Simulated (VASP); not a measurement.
# In3B2H3 (P6mm) in VASP: single point with PBE

Aim: the single point of In3B2H3 with PBE.

Everything below comes from runs of VASP 6.6.1. Logs are shortened: lines on timing, memory, paths and dates and some standing lists are left out, and cuts for length are marked.

## Step 1: The cell of the first run

Symmetry: P6mm, No. 183, hexagonal system. Conventional cell: a = 4.769 Å, b = 4.769 Å, c = 6.702 Å, α = 90.00°, β = 90.00°, γ = 120.00°. In (site symmetry 3m) has 1 B at 2.37 Å and 3 In at 2.75 Å within 3.1 Å. In (site symmetry 6mm) has 1 H at 1.81 Å within 2.4 Å. Within 1.6 Å of B (site symmetry 3m) lie 1 H at 1.21 Å. H (site symmetry 3m) has 1 B at 1.21 Å within 1.6 Å. H (site symmetry 6mm) has 1 In at 1.81 Å within 2.4 Å.

## Step 2: Single point, PBE

INCAR reads:

```
PREC = Accurate
ENCUT = 500
EDIFF = 1E-6
ISMEAR = 0
SIGMA = 0.15
LREAL = F
LASPH = T
NELM = 120
ALGO = Normal
ISIF = 2
LWAVE = F
LCHARG = F
GGA = PE
NBANDS = 34
GGA_COMPAT = F
```

KPOINTS reads:

```
regular mesh
0
Gamma
  3 3 2
```

POSCAR reads:

```
In3B2H3
1.0
    4.7685869375      0.0000000028      0.0000000000
   -2.3842934712      4.1297174266      0.0000000000
    0.0000000000      0.0000000000      6.7023966964
In B H
3 2 3
Direct
    0.3333333333      0.6666666667      0.5009282179
    0.6666666667      0.3333333333      0.5009282179
    0.0000000000      0.0000000000      1.0992260737
    0.3333333333      0.6666666667      0.1471802390
    0.6666666667      0.3333333333      0.1471802390
    0.3333333333      0.6666666667      0.9667899920
    0.6666666667      0.3333333333      0.9667899920
    0.0000000000      0.0000000000      0.8289936285
```

Potentials or basis: VASP PAW PBE potentials, release 64 (In_d, B, H).

On the command line:

```bash
cat potpaw_PBE.64/In_d/POTCAR potpaw_PBE.64/B/POTCAR potpaw_PBE.64/H/POTCAR > POTCAR
mpirun -np 1 vasp_std > vasp.out
```

OUTCAR:

```text
PREC = Accurate
   ENCUT = 500
   EDIFF = 1E-6
   ISMEAR = 0
   LREAL = F
   LASPH = T
   NELM = 120
   ISIF = 2
   GGA = PE

 ion  position               nearest neighbor table
   1  0.333  0.667  0.501-   4 2.37   2 2.75   2 2.75   2 2.75   3 3.85   3 3.85   3 3.85
   2  0.667  0.333  0.501-   5 2.37   1 2.75   1 2.75   1 2.75   3 3.85   3 3.85   3 3.85
   3  0.000  0.000  0.099-   8 1.81   5 2.77   4 2.77   4 2.77   5 2.77   5 2.77   4 2.77   2 3.85
                             1 3.85   1 3.85   2 3.85   1 3.85   2 3.85
   4  0.333  0.667  0.147-   6 1.21   1 2.37   3 2.77   3 2.77   3 2.77
   5  0.667  0.333  0.147-   7 1.21   2 2.37   3 2.77   3 2.77   3 2.77
   6  0.333  0.667  0.967-   4 1.21
   7  0.667  0.333  0.967-   5 1.21
   8  0.000  0.000  0.829-   3 1.81

  LATTYP: Found a hexagonal cell.
 ALAT       =     4.7685869375
 C/A-ratio  =     1.4055309852

  Lattice vectors:

 A1 = (   4.7685869375,   0.0000000028,   0.0000000000)
 A2 = (  -2.3842934712,   4.1297174266,   0.0000000000)
 A3 = (   0.0000000000,   0.0000000000,   6.7023966964)

Analysis of symmetry for initial positions (statically):
=====================================================================
 Subroutine PRICEL returns:
 Original cell was already a primitive cell.

 Routine SETGRP: Setting up the symmetry group for a
 hexagonal supercell.

 Subroutine GETGRP returns: Found 12 space group operations
 (whereof 12 operations were pure point group operations)
 out of a pool of 24 trial point group operations.

The static configuration has the point symmetry C_6v.

Analysis of symmetry for dynamics (positions and initial velocities):
=====================================================================
 Subroutine PRICEL returns:
 Original cell was already a primitive cell.

 Routine SETGRP: Setting up the symmetry group for a
 hexagonal supercell.

 Subroutine GETGRP returns: Found 12 space group operations
 (whereof 12 operations were pure point group operations)
 out of a pool of 24 trial point group operations.

The dynamic configuration has the point symmetry C_6v.

 Subroutine INISYM returns: Found 12 space group operations
 (whereof 12 operations are pure point group operations),
 and found     1 'primitive' translations

----------------------------------------------------------------------------------------

                                     Primitive cell

  volume of cell :     131.9897

  direct lattice vectors                    reciprocal lattice vectors
     4.768586938  0.000000003  0.000000000     0.209705729  0.121073659  0.000000000
    -2.384293471  4.129717427  0.000000000    -0.000000000  0.242147318  0.000000000
     0.000000000  0.000000000  6.702396696     0.000000000  0.000000000  0.149200360

  length of vectors
     4.768586938  4.768586937  6.702396696     0.242147318  0.242147318  0.149200360

  position of ions in fractional coordinates (direct lattice)
     0.333333333  0.666666667  0.500928218
     0.666666667  0.333333333  0.500928218
     0.000000000  0.000000000  0.099226074
     0.333333333  0.666666667  0.147180239
     0.666666667  0.333333333  0.147180239
     0.333333333  0.666666667  0.966789992
     0.666666667  0.333333333  0.966789992
     0.000000000  0.000000000  0.828993629

  ion indices of the primitive-cell ions
   primitive index   ion index
                 1           1
                 2           2
                 3           3
                 4           4
                 5           5
                 6           6
                 7           7
                 8           8

----------------------------------------------------------------------------------------

 KPOINTS: regular mesh

Automatic generation of k-mesh.
 Grid dimensions read from file:
 generate k-points for:    3    3    2

 Generating k-lattice:

  Cartesian coordinates                     Fractional coordinates (reciprocal lattice)
     0.069901910  0.040357886  0.000000000     0.333333333 -0.000000000  0.000000000
    -0.000000000  0.080715773  0.000000000     0.000000000  0.333333333  0.000000000
     0.000000000  0.000000000  0.074600180     0.000000000  0.000000000  0.500000000

  Length of vectors
     0.080715773  0.080715773  0.074600180

  Shift w.r.t. Gamma in fractional coordinates (k-lattice)
     0.000000000  0.000000000  0.000000000

 Subroutine IBZKPT returns following result:
 ===========================================

 Found      6 irreducible k-points:

 Following reciprocal coordinates:
            Coordinates               Weight
  0.000000  0.000000  0.000000      1.000000
  0.333333 -0.000000  0.000000      6.000000
  0.333333  0.333333  0.000000      2.000000
  0.000000  0.000000  0.500000      1.000000
  0.333333 -0.000000  0.500000      6.000000
  0.333333  0.333333  0.500000      2.000000
   k-points           NKPTS =      6   k-points in BZ     NKDIM =      6   number of bands    NBANDS=     34
   number of dos      NEDOS =    301   number of ions     NIONS =      8
   total plane-waves  NPLWV =  64800
   dimension x,y,z NGX =    36 NGY =   36 NGZ =   50
   dimension x,y,z NGXF=    72 NGYF=   72 NGZF=  100
   ions per type =               3   2   3
   NGX,Y,Z   is equivalent  to a cutoff of  12.55, 12.55, 12.40 a.u.
   NGXF,Y,Z  is equivalent  to a cutoff of  25.10, 25.10, 24.80 a.u.
 SYSTEM =  unknown system
   PREC   = accura    normal or accurate (medium, high low for compatibility)
   ISTART =      0    job   : 0-new  1-cont  2-samecut
   ICHARG =      2    charge: 1-file 2-atom 10-const
   ISPIN  =      1    spin polarized calculation?
   LNONCOLLINEAR =      F non collinear calculations
   LSORBIT =      F    spin-orbit coupling
   LASPH  =      T    aspherical Exc in radial PAW
   ENCUT  =  500.0 eV  36.75 Ry    6.06 a.u.   8.69  8.69 12.22*2*pi/ulx,y,z
   NELM   =    120;   NELMIN=  2; NELMDL= -5     # of ELM steps
   EDIFF  = 0.1E-05   stopping-criterion for ELM
   LREAL  =      F    real-space projection
   EDIFFG = 0.1E-04   stopping-criterion for IOM
   NSW    =      0    number of steps for IOM
   IBRION =     -1    ionic relax: 0-MD 1-quasi-New 2-CG
   NFREE  =      0    steps in history (QN), initial steepest desc. (CG)
   ISIF   =      2    stress and relaxation
   ISYM   =      2    0-nonsym 1-usesym 2-fastsym
   POTIM  = 0.5000    time-step for ionic-motion
   TEBEG  =    0.0;   TEEND  =   0.0 temperature during run
   PSTRESS=    0.0 pullay stress
   NELECT =      48.0000    total number of electrons
   NUPDOWN=      -1.0000    fix difference up-down
   EMIN   =  10.00;   EMAX   =-10.00  energy-range for DOS
   EFERMI =   0.00;   METHOD = LEGACY
   ISMEAR =     0;   SIGMA  =   0.15  broadening in eV -4-tet -1-fermi 0-gaus
   EFERMI_NEDOS =   21; number of points for ismear=-14 and -15
   IALGO  =     38    algorithm
   IMIX   =      4    mixing-type and parameters
     AMIX     =   0.40;   BMIX     =  1.00
     AMIX_MAG =   1.60;   BMIX_MAG =  1.00
  volume/ion in A,a.u.               =      16.50       111.34
  Fermi-wavevector in a.u.,A,eV,Ry     =   1.168535  2.208212 18.578413  1.365475
  Thomas-Fermi vector in A             =   2.305021
   LORBIT       =      0    0 simple, 1 ext, 2 COOP (PROOUT), +10 PAW based schemes
   GGA     = PE    functional components
   LHFCALC =     F    Hartree Fock is set to
   AEXX    =    0.0000 exact exchange contribution
   IVDW    =     0    specifies the selected vdW correction
   LEPSILON=     F    determine dielectric tensor
   LRPA    =     F    only Hartree local field effects (RPA)
 non-spin polarized calculation
 Gauss-broadening in eV      SIGMA  =   0.15
  energy-cutoff  :      500.00
  volume of cell :      131.99
 maximum number of plane-waves:      3372
 NGX is ok and might be reduce to    36
   NGX = 17   NGY = 17   NGZ = 25

 number of electron      47.9999978 magnetization

 Free energy of the ion-electron system (eV)
  ---------------------------------------------------
  ext. energy  EPLUGINS =         0.00000000
  ---------------------------------------------------
  free energy    TOTEN  =       -25.35354473 eV

  energy without entropy =      -25.31220529  energy(sigma->0) =      -25.33287501

 E-fermi :   4.1343     XC(G=0):  -9.1612

 val. band max:        4.0916922051   @ k =   0.0000   0.0000   0.0000
 cond. band min:       4.1409816493   @ k =   0.0000   0.0000   0.5000
 fundamental gap:      0.0492894442
 Fermi energy:         4.1342786491

 k-point     1 :       0.0000    0.0000    0.0000
  band No.  band energies     occupation
      1     -10.7567      2.00000
      2     -10.7344      2.00000
      3     -10.7344      2.00000
      4     -10.5581      2.00000
      5     -10.5581      2.00000
      6     -10.4179      2.00000
[... 26 lines left out ...]
     33       9.7496      0.00000
     34      10.7532      0.00000

 k-point     2 :       0.3333   -0.0000    0.0000
  band No.  band energies     occupation
      1     -10.9361      2.00000
      2     -10.9250      2.00000
      3     -10.7192      2.00000
      4     -10.5871      2.00000
      5     -10.5104      2.00000
      6     -10.2927      2.00000
[... 26 lines left out ...]
     33      10.8033      0.00000
     34      11.1146      0.00000

 k-point     3 :       0.3333    0.3333    0.0000
  band No.  band energies     occupation
      1     -11.0924      2.00000
      2     -10.7909      2.00000
      3     -10.7909      2.00000
      4     -10.6139      2.00000
      5     -10.3940      2.00000
      6     -10.3940      2.00000
[... 26 lines left out ...]
     33      11.0893      0.00000
     34      11.6029      0.00000

 k-point     4 :       0.0000    0.0000    0.5000
  band No.  band energies     occupation
      1     -10.7548      2.00000
      2     -10.7344      2.00000
      3     -10.7344      2.00000
      4     -10.5588      2.00000
      5     -10.5588      2.00000
      6     -10.4184      2.00000
[... 26 lines left out ...]
     33      11.5168      0.00000
     34      11.8104      0.00000

 k-point     5 :       0.3333   -0.0000    0.5000
  band No.  band energies     occupation
      1     -10.9359      2.00000
      2     -10.9250      2.00000
      3     -10.7184      2.00000
      4     -10.5867      2.00000
      5     -10.5108      2.00000
      6     -10.2880      2.00000
[... 26 lines left out ...]
     33      10.6653      0.00000
     34      11.0941      0.00000

 k-point     6 :       0.3333    0.3333    0.5000
  band No.  band energies     occupation
      1     -11.0921      2.00000
      2     -10.7908      2.00000
      3     -10.7908      2.00000
      4     -10.6148      2.00000
      5     -10.3930      2.00000
      6     -10.3930      2.00000
[... 26 lines left out ...]
     33      10.0649      0.00000
     34      11.8851      0.00000

------------------------ aborting loop because EDIFF is reached ----------------------------------------

  FORCE on cell =-STRESS in cart. coord.  units (eV):
  Direction    XX          YY          ZZ          XY          YZ          ZX
  --------------------------------------------------------------------------------------
  -------------------------------------------------------------------------------------
  Total       -0.0161381     -0.0161381      0.4864470      0.0000000     -0.0000000      0.0000000
  in kB       -0.1958947     -0.1958947      5.9048102      0.0000000     -0.0000000      0.0000000
  external PRESSURE =       1.8376736 kB  Pullay stress =       0.0000000 kB

 VOLUME and BASIS-vectors are now :
 -----------------------------------------------------------------------------
  energy-cutoff  :      500.00
  volume of cell :      131.99
      direct lattice vectors                 reciprocal lattice vectors
     4.768586938  0.000000003  0.000000000     0.209705729  0.121073659  0.000000000
    -2.384293471  4.129717427  0.000000000    -0.000000000  0.242147318  0.000000000
     0.000000000  0.000000000  6.702396696     0.000000000  0.000000000  0.149200360

 POSITION                                       TOTAL-FORCE (eV/Angst)
 -----------------------------------------------------------------------------------
     -0.00000      2.75314      3.35742        -0.000000     -0.000000     -0.009354
      2.38429      1.37657      3.35742         0.000000     -0.000000     -0.009354
      0.00000      0.00000      0.66505         0.000000     -0.000000     -0.037616
     -0.00000      2.75314      0.98646         0.000000     -0.000000      0.003369
      2.38429      1.37657      0.98646        -0.000000      0.000000      0.003369
     -0.00000      2.75314      6.47981        -0.000000     -0.000000      0.010456
      2.38429      1.37657      6.47981        -0.000000     -0.000000      0.010456
      0.00000      0.00000      5.55624        -0.000000     -0.000000      0.028674
 -----------------------------------------------------------------------------------
    total drift:                                0.000000      0.000000     -0.000377

  FREE ENERGIE OF THE ION-ELECTRON SYSTEM (eV)
  ---------------------------------------------------
  free  energy   TOTEN  =       -25.3535447309 eV

  energy  without entropy=      -25.3122052854  energy(sigma->0) =      -25.33287501
```

Run time: 61 s. Hardware: 1 thread of Intel Xeon 8259CL, shared host; peak memory 0.25 GiB.

What came out:

```
Free energy            : -25.3535 eV
Pressure               : 0.2 GPa
Largest force          : 0.038 eV/Å
Band gap on the k mesh : zero (band 24 reaches 4.28 eV, above the bottom of band 25 at 4.09 eV)
```

Forces in eV/Å, atoms in the order of the input:
```
In   0.000  0.000 -0.009
In   0.000  0.000 -0.009
In   0.000  0.000 -0.038
B    0.000  0.000  0.003
B    0.000  0.000  0.003
H    0.000  0.000  0.010
H    0.000  0.000  0.010
H    0.000  0.000  0.029
```

Stress tensor (GPa, compression positive):
```
-0.02  0.00  0.00
 0.00 -0.02  0.00
 0.00  0.00  0.59
```

Caveat: the k points lie up to 0.51 Å⁻¹ apart; spin-orbit coupling is left out, which moves the levels of the heavy elements.
